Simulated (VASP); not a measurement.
Here is a VASP 6.6.1 calculation.

Contents of INCAR:

```
SYSTEM = ZrH6Pb2
PREC = Accurate ; ENCUT = 520
EDIFF = 1E-7 ; ISMEAR = 0
SIGMA = 0.1 ; LREAL = .FALSE.
LASPH = .TRUE. ; NELM = 100
ALGO = Normal ; ISIF = 2
LWAVE = .FALSE. ; LCHARG = .TRUE.
GGA = PE ; LELF = .TRUE.
LVHAR = .TRUE. ; NBANDS = 33
```

Contents of KPOINTS:

```
Automatic mesh
0
G
  4 4 4
  0 0 0
```

Contents of POSCAR:

```
ZrH6Pb2
1.0
    0.0000000000      3.8961886700      3.8961886700
    3.8961886700      0.0000000000      3.8961886700
    3.8961886700      3.8961886700      0.0000000000
Zr H Pb
1 6 2
Direct
    0.0000000000      0.0000000000      0.0000000000
    0.7632200000      0.2367800000      0.2367800000
    0.2367800000      0.7632200000      0.2367800000
    0.2367800000      0.7632200000      0.7632200000
    0.7632200000      0.2367800000      0.7632200000
    0.2367800000      0.2367800000      0.7632200000
    0.7632200000      0.7632200000      0.2367800000
    0.2500000000      0.2500000000      0.2500000000
    0.7500000000      0.7500000000      0.7500000000
```

Potentials or basis: VASP PAW PBE potentials, release 64 (Zr_sv, H, Pb_d).

The run is started by

```sh
$ cat potpaw_PBE.64/Zr_sv/POTCAR potpaw_PBE.64/H/POTCAR potpaw_PBE.64/Pb_d/POTCAR > POTCAR
$ mpirun -np 1 vasp_std > vasp.out
```

(1) Estimate the band gap on the k mesh.

(2) Predict the pressure.

(3) Estimate the largest force.

Results:

(1) zero (bands 23 and 24 overlap by 2.46 eV).

(2) 5.1 GPa.

(3) 1.446 eV/Å.

Caveat: the cell stands under pressure; spin-orbit coupling is left out, which moves the levels of the heavy elements; forces of over 1 eV/Å act on the atoms, so gaps and moduli don't describe the material at rest.
